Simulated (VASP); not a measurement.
# C (Fd-3m) in VASP: single point with PBE+D3(BJ)

Aim: the single point of C with PBE+D3(BJ).

Everything below comes from runs of VASP 6.6.1. Logs are shortened: lines on timing, memory, paths and dates and some standing lists are left out, and cuts for length are marked.

### Step 1. The cell of the first run

Symmetry: Fd-3m, No. 227, cubic system. The conventional cell has a = 3.567 Å, b = 3.567 Å, c = 3.567 Å, α = 90.00°, β = 90.00°, γ = 90.00°. Within 2.1 Å of C (site symmetry -43m) lie 4 C at 1.54 Å.

### Step 2. Single point, PBE+D3(BJ)

File INCAR:

```
SYSTEM = C
PREC = Accurate
ENCUT = 600
EDIFF = 1E-6
ISMEAR = 0
SIGMA = 0.01
LREAL = .FALSE.
LASPH = .TRUE.
NELM = 120
ALGO = Normal
ISIF = 2
LWAVE = .FALSE.
LCHARG = .FALSE.
GGA = PE
IVDW = 12
NBANDS = 11
GGA_COMPAT = .FALSE.
```

File KPOINTS:

```
Automatic mesh
0
G
  9 9 9
  0 0 0
```

File POSCAR:

```
C
1.0
    2.5220660000      0.0000000000      0.0000000000
    1.2610330000      2.1841732260      0.0000000000
    1.2610330000      0.7280577420      2.0592582659
C
2
Direct
    0.0000000000      0.0000000000      0.0000000000
    0.2500000000      0.2500000000      0.2500000000
```

Potentials or basis: VASP PAW PBE potentials, release 64 (C).

Command:

```bash
$ cat potpaw_PBE.64/C/POTCAR > POTCAR
$ mpirun -np 1 vasp_std > vasp.out
```

OUTCAR:

```text
SYSTEM = C
   PREC = Accurate
   ENCUT = 600
   EDIFF = 1E-6
   ISMEAR = 0
   LREAL = .FALSE.
   LASPH = .TRUE.
   NELM = 120
   ISIF = 2
   GGA = PE
   IVDW = 12
 IVDW          = 12

 ion  position               nearest neighbor table
   1  0.000  0.000  0.000-   2 1.54   2 1.54   2 1.54   2 1.54
   2  0.250  0.250  0.250-   1 1.54   1 1.54   1 1.54   1 1.54

  LATTYP: Found a face centered cubic cell.
 ALAT       =     3.5667399424

  Lattice vectors:

 A1 = (   2.5220660000,   0.0000000000,   0.0000000000)
 A2 = (   1.2610330000,   2.1841732260,   0.0000000000)
 A3 = (   1.2610330000,   0.7280577420,   2.0592582659)

Analysis of symmetry for initial positions (statically):
=====================================================================
 Subroutine PRICEL returns:
 Original cell was already a primitive cell.

 Routine SETGRP: Setting up the symmetry group for a
 face centered cubic supercell.

 Subroutine GETGRP returns: Found 48 space group operations
 (whereof 24 operations were pure point group operations)
 out of a pool of 48 trial point group operations.

The static configuration has the point symmetry T_d .
 The point group associated with its full space group is O_h .

Analysis of symmetry for dynamics (positions and initial velocities):
=====================================================================
 Subroutine PRICEL returns:
 Original cell was already a primitive cell.

 Routine SETGRP: Setting up the symmetry group for a
 face centered cubic supercell.

 Subroutine GETGRP returns: Found 48 space group operations
 (whereof 24 operations were pure point group operations)
 out of a pool of 48 trial point group operations.

The dynamic configuration has the point symmetry T_d .
 The point group associated with its full space group is O_h .

 Subroutine INISYM returns: Found 48 space group operations
 (whereof 24 operations are pure point group operations),
 and found     1 'primitive' translations

----------------------------------------------------------------------------------------

                                     Primitive cell

  volume of cell :      11.3437

  direct lattice vectors                    reciprocal lattice vectors
     2.522066000  0.000000000  0.000000000     0.396500329 -0.228919572 -0.161870582
     1.261033000  2.184173226  0.000000000     0.000000000  0.457839144 -0.161870582
[... 92 lines left out ...]
   ISYM   =      2    0-nonsym 1-usesym 2-fastsym
   POTIM  = 0.5000    time-step for ionic-motion
   TEBEG  =    0.0;   TEEND  =   0.0 temperature during run
   PSTRESS=    0.0 pullay stress
   NELECT =       8.0000    total number of electrons
   NUPDOWN=      -1.0000    fix difference up-down
   EMIN   =  10.00;   EMAX   =-10.00  energy-range for DOS
   EFERMI =   0.00;   METHOD = LEGACY
   ISMEAR =     0;   SIGMA  =   0.01  broadening in eV -4-tet -1-fermi 0-gaus
   EFERMI_NEDOS =   21; number of points for ismear=-14 and -15
   IALGO  =     38    algorithm
   IMIX   =      4    mixing-type and parameters
     AMIX     =   0.40;   BMIX     =  1.00
     AMIX_MAG =   1.60;   BMIX_MAG =  1.00
  volume/ion in A,a.u.               =       5.67        38.28
  Fermi-wavevector in a.u.,A,eV,Ry     =   1.457203  2.753714 28.891162  2.123440
  Thomas-Fermi vector in A             =   2.574032
   LORBIT       =      0    0 simple, 1 ext, 2 COOP (PROOUT), +10 PAW based schemes
   GGA     = PE    functional components
   LHFCALC =     F    Hartree Fock is set to
   AEXX    =    0.0000 exact exchange contribution
   IVDW    =    12    specifies the selected vdW correction
   LEPSILON=     F    determine dielectric tensor
   LRPA    =     F    only Hartree local field effects (RPA)
 non-spin polarized calculation
 Gauss-broadening in eV      SIGMA  =   0.01
  energy-cutoff  :      600.00
  volume of cell :       11.34
 maximum number of plane-waves:       385
   NGX =  9   NGY =  9   NGZ =  9

 number of electron       7.9999999 magnetization

 Free energy of the ion-electron system (eV)
  ---------------------------------------------------
  ext. energy  EPLUGINS =         0.00000000
  ---------------------------------------------------
  free energy    TOTEN  =       -18.18982495 eV

  energy without entropy =      -18.18982495  energy(sigma->0) =      -18.18982495

 E-fermi :   9.8187     XC(G=0): -13.2507

 val. band max:        9.7286430087   @ k =   0.0000   0.0000   0.0000
 cond. band min:      13.8820757193   @ k =   0.3333   0.3333   0.0000
 fundamental gap:      4.1534327106
 Fermi energy:         9.8187191038

 k-point     1 :       0.0000    0.0000    0.0000
  band No.  band energies     occupation
      1     -11.7479      2.00000
      2       9.7286      2.00000
      3       9.7286      2.00000
      4       9.7286      2.00000
      5      15.3189      0.00000
      6      15.3189      0.00000
      7      15.3189      0.00000
      8      23.0599      0.00000
      9      29.0236      0.00000
     10      36.2647      0.00000
     11      36.2647      0.00000
[... 309 lines left out ...]
 k-point    24 :       0.4444    0.4444    0.0000
  band No.  band energies     occupation
      1      -4.7540      2.00000
      2      -1.2103      2.00000
      3       3.5415      2.00000
      4       3.5415      2.00000
      5      14.0673      0.00000
      6      15.1744      0.00000
      7      26.1631      0.00000
      8      26.1631      0.00000
      9      32.4614      0.00000
     10      33.2319      0.00000
     11      42.5148      0.00000

 [... further k-points ...]

------------------------ aborting loop because EDIFF is reached ----------------------------------------

 Edisp (eV)   -0.38260

 E8    (eV) :    -0.1102

  FORCE on cell =-STRESS in cart. coord.  units (eV):
  Direction    XX          YY          ZZ          XY          YZ          ZX
  --------------------------------------------------------------------------------------
  -------------------------------------------------------------------------------------
  Total      -0.25516    -0.25516    -0.25516    -0.00000     0.00000     0.00000
  in kB     -36.03857   -36.03857   -36.03857    -0.00000     0.00000     0.00000
  external pressure =      -36.04 kB  Pullay stress =        0.00 kB

 VOLUME and BASIS-vectors are now :
 -----------------------------------------------------------------------------
  energy-cutoff  :      600.00
  volume of cell :       11.34
      direct lattice vectors                 reciprocal lattice vectors
     2.522066000  0.000000000  0.000000000     0.396500329 -0.228919572 -0.161870582
     1.261033000  2.184173226  0.000000000     0.000000000  0.457839144 -0.161870582
     1.261033000  0.728057742  2.059258266     0.000000000  0.000000000  0.485611745

 POSITION                                       TOTAL-FORCE (eV/Angst)
 -----------------------------------------------------------------------------------
      0.00000      0.00000      0.00000        -0.000000      0.000000      0.000000
      1.26103      0.72806      0.51481         0.000000     -0.000000     -0.000000
 -----------------------------------------------------------------------------------
    total drift:                                0.000000      0.000000      0.000000

  FREE ENERGIE OF THE ION-ELECTRON SYSTEM (eV)
  ---------------------------------------------------
  free  energy   TOTEN  =       -18.5724254178 eV

  energy  without entropy=      -18.5724254178  energy(sigma->0) =      -18.57242542
```

OSZICAR:

```text
N       E                     dE             d eps       ncg     rms          rms(c)
DAV:   1     0.212553199912E+01    0.21255E+01   -0.54390E+03   802   0.816E+02
DAV:   2    -0.183872370486E+02   -0.20513E+02   -0.19834E+02  1017   0.132E+02
DAV:   3    -0.188267292166E+02   -0.43949E+00   -0.43829E+00   899   0.147E+01
DAV:   4    -0.188275278785E+02   -0.79866E-03   -0.79865E-03   835   0.752E-01
DAV:   5    -0.188275287718E+02   -0.89330E-06   -0.89334E-06   892   0.250E-02    0.553E+00
DAV:   6    -0.183490123003E+02    0.47852E+00   -0.24936E-01   788   0.352E+00    0.330E+00
DAV:   7    -0.181879500449E+02    0.16106E+00   -0.30579E-01   824   0.395E+00    0.749E-01
DAV:   8    -0.181897640810E+02   -0.18140E-02   -0.87049E-03   791   0.698E-01    0.435E-02
DAV:   9    -0.181898042008E+02   -0.40120E-04   -0.61273E-05   919   0.633E-02    0.243E-02
DAV:  10    -0.181898248817E+02   -0.20681E-04   -0.15657E-05   803   0.349E-02    0.527E-03
DAV:  11    -0.181898249484E+02   -0.66682E-07   -0.24997E-07   673   0.461E-03
   1 F= -.18572425E+02 E0= -.18572425E+02  d E =-.134284E-39
```

stdout:

```text
POSCAR found type information on POSCAR C
 POSCAR found :  1 types and       2 ions
 scaLAPACK will be used
 LDA part: xc-table for (Slater+PW92), standard interpolation
 POSCAR, INCAR and KPOINTS ok, starting setup
 FFT: planning ... GRIDC
 FFT: planning ... GRID_SOFT
 FFT: planning ... GRID
 WAVECAR not read
 entering main loop
```

Wall time 8.8 s (1 thread of Intel Xeon 8259CL, shared host); peak memory 0.13 GiB.

What came out:

| Quantity | Value |
| --- | --- |
| Free energy | -18.5724 eV |
| Pressure | -3.6 GPa |
| Band gap on the k mesh | 4.15 eV, indirect (least direct gap 5.59 eV) |
| Dispersion energy per atom | -0.191 eV |

Caveat: three body term missing. A k mesh can miss the band edges.
